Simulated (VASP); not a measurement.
# ZnO (P6_3mc) in VASP: further runs

The runs below take ZnO through electric field gradients, with LDA.

Everything below comes from runs of VASP 6.6.1. Logs are shortened: lines on timing, memory, paths and dates and some standing lists are left out, and cuts for length are marked.

## 1. The cell of the first run

The structure is hexagonal, space group P6_3mc (No. 186). The conventional cell has a = 3.260 Å, b = 3.260 Å, c = 5.221 Å, α = 90.00°, β = 90.00°, γ = 120.00°. Zn (site symmetry 3m) has 4 O at 1.98 to 1.99 Å within 2.6 Å. O (site symmetry 3m) has 4 Zn at 1.98 to 1.99 Å within 2.6 Å.

## 2. Electric field gradients, LDA (12.01 Å³/atom)

Input file INCAR:

```
  PREC = Accurate
  ENCUT = 520
  EDIFF = 1E-8
  ISMEAR = -1
  SIGMA = 0.02
  LREAL = False
  LASPH = True
  NELM = 80
  ALGO = Normal
  ISIF = 2
  LWAVE = False
  LCHARG = False
  LEFG = True
  NBANDS = 26
```

Input file KPOINTS:

```
regular mesh
0
Gamma
  11 11 6
```

Input file POSCAR:

```
ZnO
1.0
    3.2601941478      0.0000000000      0.0000000000
   -1.6300970738      2.8234109532      0.0000000000
    0.0000000000      0.0000000000      5.2210884991
Zn O
2 2
Direct
    0.3333333333      0.6666666667      0.0000000000
    0.6666666667      0.3333333333      0.5000000000
    0.3333333333      0.6666666667      0.3821000000
    0.6666666667      0.3333333333      0.8821000000
```

Potentials or basis: VASP PAW LDA potentials, release 64 (Zn, O).

Started as:

```sh
$ cat potpaw_LDA.64/Zn/POTCAR potpaw_LDA.64/O/POTCAR > POTCAR
$ mpirun -np 1 vasp_std > vasp.out
```

OUTCAR:

```text
PREC = Accurate
   ENCUT = 520
   EDIFF = 1E-8
   ISMEAR = -1
   LREAL = False
   LASPH = True
   NELM = 80
   ISIF = 2

 ion  position               nearest neighbor table
   1  0.333  0.667  0.000-   4 1.98   4 1.98   4 1.98   3 1.99
   2  0.667  0.333  0.500-   3 1.98   3 1.98   3 1.98   4 1.99
   3  0.333  0.667  0.382-   2 1.98   2 1.98   2 1.98   1 1.99
   4  0.667  0.333  0.882-   1 1.98   1 1.98   1 1.98   2 1.99

  LATTYP: Found a hexagonal cell.
 ALAT       =     3.2601941478
 C/A-ratio  =     1.6014655148

  Lattice vectors:

 A1 = (   3.2601941478,   0.0000000000,   0.0000000000)
 A2 = (  -1.6300970738,   2.8234109532,   0.0000000000)
 A3 = (   0.0000000000,   0.0000000000,   5.2210884991)

Analysis of symmetry for initial positions (statically):
=====================================================================
 Subroutine PRICEL returns:
 Original cell was already a primitive cell.

 Routine SETGRP: Setting up the symmetry group for a
 hexagonal supercell.

 Subroutine GETGRP returns: Found 12 space group operations
 (whereof  6 operations were pure point group operations)
 out of a pool of 24 trial point group operations.

The static configuration has the point symmetry C_3v.
 The point group associated with its full space group is C_6v.

Analysis of symmetry for dynamics (positions and initial velocities):
=====================================================================
 Subroutine PRICEL returns:
 Original cell was already a primitive cell.

 Routine SETGRP: Setting up the symmetry group for a
 hexagonal supercell.

 Subroutine GETGRP returns: Found 12 space group operations
 (whereof  6 operations were pure point group operations)
 out of a pool of 24 trial point group operations.

The dynamic configuration has the point symmetry C_3v.
 The point group associated with its full space group is C_6v.

 Subroutine INISYM returns: Found 12 space group operations
 (whereof  6 operations are pure point group operations),
 and found     1 'primitive' translations

----------------------------------------------------------------------------------------

                                     Primitive cell

  volume of cell :      48.0594

  direct lattice vectors                    reciprocal lattice vectors
     3.260194148  0.000000000  0.000000000     0.306730199  0.177090763  0.000000000
    -1.630097074  2.823410953  0.000000000     0.000000000  0.354181526  0.000000000
     0.000000000  0.000000000  5.221088499     0.000000000  0.000000000  0.191530942

  length of vectors
     3.260194148  3.260194148  5.221088499     0.354181526  0.354181526  0.191530942

  position of ions in fractional coordinates (direct lattice)
     0.333333333  0.666666667  0.000000000
     0.666666667  0.333333333  0.500000000
     0.333333333  0.666666667  0.382100000
     0.666666667  0.333333333  0.882100000

  ion indices of the primitive-cell ions
   primitive index   ion index
                 1           1
                 2           2
                 3           3
                 4           4

----------------------------------------------------------------------------------------

 KPOINTS: regular mesh

Automatic generation of k-mesh.
 Grid dimensions read from file:
 generate k-points for:   11   11    6

 Generating k-lattice:

  Cartesian coordinates                     Fractional coordinates (reciprocal lattice)
     0.027884564  0.016099160  0.000000000     0.090909091  0.000000000  0.000000000
[... 41 lines left out ...]
   k-points           NKPTS =     64   k-points in BZ     NKDIM =     64   number of bands    NBANDS=     26
   number of dos      NEDOS =    301   number of ions     NIONS =      4
   total plane-waves  NPLWV =  23040
   dimension x,y,z NGX =    24 NGY =   24 NGZ =   40
   dimension x,y,z NGXF=    48 NGYF=   48 NGZF=   80
   ions per type =               2   2
   NGX,Y,Z   is equivalent  to a cutoff of  12.24, 12.24, 12.74 a.u.
   NGXF,Y,Z  is equivalent  to a cutoff of  24.48, 24.48, 25.47 a.u.
 SYSTEM =  unknown system
   PREC   = accura    normal or accurate (medium, high low for compatibility)
   ISTART =      0    job   : 0-new  1-cont  2-samecut
   ICHARG =      2    charge: 1-file 2-atom 10-const
   ISPIN  =      1    spin polarized calculation?
   LNONCOLLINEAR =      F non collinear calculations
   LSORBIT =      F    spin-orbit coupling
   LASPH  =      T    aspherical Exc in radial PAW
   ENCUT  =  520.0 eV  38.22 Ry    6.18 a.u.   6.06  6.06  9.71*2*pi/ulx,y,z
   NELM   =     80;   NELMIN=  2; NELMDL= -5     # of ELM steps
   EDIFF  = 0.1E-07   stopping-criterion for ELM
   LREAL  =      F    real-space projection
   EDIFFG = 0.1E-06   stopping-criterion for IOM
   NSW    =      0    number of steps for IOM
   IBRION =     -1    ionic relax: 0-MD 1-quasi-New 2-CG
   NFREE  =      0    steps in history (QN), initial steepest desc. (CG)
   ISIF   =      2    stress and relaxation
   ISYM   =      2    0-nonsym 1-usesym 2-fastsym
   POTIM  = 0.5000    time-step for ionic-motion
   TEBEG  =    0.0;   TEEND  =   0.0 temperature during run
   PSTRESS=    0.0 pullay stress
   NELECT =      36.0000    total number of electrons
   NUPDOWN=      -1.0000    fix difference up-down
   EMIN   =  10.00;   EMAX   =-10.00  energy-range for DOS
   EFERMI =   0.00;   METHOD = LEGACY
   ISMEAR =    -1;   SIGMA  =   0.02  broadening in eV -4-tet -1-fermi 0-gaus
   EFERMI_NEDOS =   21; number of points for ismear=-14 and -15
   IALGO  =     38    algorithm
   IMIX   =      4    mixing-type and parameters
     AMIX     =   0.40;   BMIX     =  1.00
     AMIX_MAG =   1.60;   BMIX_MAG =  1.00
  volume/ion in A,a.u.               =      12.01        81.08
  Fermi-wavevector in a.u.,A,eV,Ry     =   1.486789  2.809625 30.076260  2.210543
  Thomas-Fermi vector in A             =   2.600032
   LORBIT       =      0    0 simple, 1 ext, 2 COOP (PROOUT), +10 PAW based schemes
   GGA     = CA    functional components
   LHFCALC =     F    Hartree Fock is set to
   AEXX    =    0.0000 exact exchange contribution
   IVDW    =     0    specifies the selected vdW correction
   LEPSILON=     F    determine dielectric tensor
   LRPA    =     F    only Hartree local field effects (RPA)
 non-spin polarized calculation
  energy-cutoff  :      520.00
  volume of cell :       48.06
 maximum number of plane-waves:      1312
   NGX = 13   NGY = 13   NGZ = 19

 number of electron      36.0000020 magnetization

 Free energy of the ion-electron system (eV)
  ---------------------------------------------------
  ext. energy  EPLUGINS =         0.00000000
  ---------------------------------------------------
  free energy    TOTEN  =       -21.10326634 eV

  energy without entropy =      -21.10326634  energy(sigma->0) =      -21.10326634

 E-fermi :   1.1682     XC(G=0): -11.4125

 val. band max:        0.7902790220   @ k =   0.0000   0.0000   0.0000
 cond. band min:       1.5170239699   @ k =   0.0000   0.0000   0.0000
 fundamental gap:      0.7267449480
 Fermi energy:         1.1681686579

 k-point     1 :       0.0000    0.0000    0.0000
  band No.  band energies     occupation
      1     -16.9337      2.00000
      2     -16.1745      2.00000
      3      -4.9463      2.00000
      4      -4.9463      2.00000
      5      -4.8626      2.00000
      6      -4.8133      2.00000
[... 685 lines left out ...]
     25      13.5795      0.00000
     26      15.0664      0.00000

 [... further k-points ...]

------------------------ aborting loop because EDIFF is reached ----------------------------------------

  FORCE on cell =-STRESS in cart. coord.  units (eV):
  Direction    XX          YY          ZZ          XY          YZ          ZX
  --------------------------------------------------------------------------------------
  -------------------------------------------------------------------------------------
  Total       -2.2585450     -2.2585450     -2.0627494     -0.0000000      0.0000000     -0.0000000
  in kB      -75.2940603    -75.2940602    -68.7667397     -0.0000000      0.0000000     -0.0000000
  external PRESSURE =     -73.1182867 kB  Pullay stress =       0.0000000 kB

 VOLUME and BASIS-vectors are now :
 -----------------------------------------------------------------------------
  energy-cutoff  :      520.00
  volume of cell :       48.06
      direct lattice vectors                 reciprocal lattice vectors
     3.260194148  0.000000000  0.000000000     0.306730199  0.177090763  0.000000000
    -1.630097074  2.823410953  0.000000000     0.000000000  0.354181526  0.000000000
     0.000000000  0.000000000  5.221088499     0.000000000  0.000000000  0.191530942

 POSITION                                       TOTAL-FORCE (eV/Angst)
 -----------------------------------------------------------------------------------
     -0.00000      1.88227      0.00000         0.000000     -0.000000      0.040539
      1.63010      0.94114      2.61054         0.000000      0.000000      0.040539
     -0.00000      1.88227      1.99498         0.000000      0.000000     -0.040539
      1.63010      0.94114      4.60552        -0.000000      0.000000     -0.040539
 -----------------------------------------------------------------------------------
    total drift:                               -0.000001     -0.000001     -0.000259

  FREE ENERGIE OF THE ION-ELECTRON SYSTEM (eV)
  ---------------------------------------------------
  free  energy   TOTEN  =       -21.1032663426 eV

  energy  without entropy=      -21.1032663425  energy(sigma->0) =      -21.10326634

 Electric field gradients (V/A^2)
---------------------------------------------------------------------
 ion       V_xx      V_yy      V_zz      V_xy      V_xz      V_yz
---------------------------------------------------------------------
   1      -3.833    -3.833     7.666    -0.000     0.000    -0.000
   2      -3.833    -3.833     7.666    -0.000    -0.000     0.000
   3       1.773     1.768    -3.541    -0.004     0.000    -0.000
   4       1.773     1.768    -3.541    -0.004    -0.000     0.000
---------------------------------------------------------------------

 Electric field gradients after diagonalization (V/A^2)
 (convention: |V_zz| > |V_xx| > |V_yy|)
----------------------------------------------------------------------
 ion       V_xx      V_yy      V_zz     asymmetry (V_yy - V_xx)/ V_zz
----------------------------------------------------------------------
   1      -3.833    -3.833     7.666       0.000
   2      -3.833    -3.833     7.666       0.000
   3       1.775     1.765    -3.541       0.003
   4       1.775     1.765    -3.541       0.003
----------------------------------------------------------------------

           NMR quadrupolar parameters

 Cq : quadrupolar parameter    Cq=e*Q*V_zz/h
 eta: asymmetry parameters     (V_yy - V_xx)/ V_zz
 Q  : nuclear electric quadrupole moment in mb (millibarn)
----------------------------------------------------------------------
 ion       Cq(MHz)       eta       Q (mb)
----------------------------------------------------------------------
   1       0.019       0.000       1.000
   2       0.019       0.000       1.000
   3      -0.009       0.003       1.000
   4      -0.009       0.003       1.000
----------------------------------------------------------------------
```

Wall time 98 s (1 thread of Intel Xeon 8259CL, shared host); peak memory 0.19 GiB.

What came out:

```yaml
Free_energy: -21.1033 eV
Pressure: -7.3 GPa
Largest_force: 0.041 eV/Å
Band_gap_on_the_k_mesh: 0.73 eV
Largest_electric_field_gradient_by_atom: Zn +7.7; O -3.5 V/Å²
```

Forces on the atoms (eV/Å):
```
Zn   0.000  0.000  0.041
Zn   0.000  0.000  0.041
O    0.000  0.000 -0.041
O    0.000  0.000 -0.041
```

Electric field gradients, principal values (V/Å²):
| atom | least | middle | greatest (by size) |
| --- | --- | --- | --- |
| 1 Zn | -3.833 | -3.833 | 7.666 |
| 2 Zn | -3.833 | -3.833 | 7.666 |
| 3 O | 1.765 | 1.775 | -3.541 |
| 4 O | 1.765 | 1.775 | -3.541 |

Caveat: the cell stands under tension; semilocal functionals underestimate gaps, and a narrow one can read as zero; without QUAD_EFG the Cq values of the log hold for a quadrupole moment of 1 mb, not for the nuclei.

(Continued in part 2 of 3.)
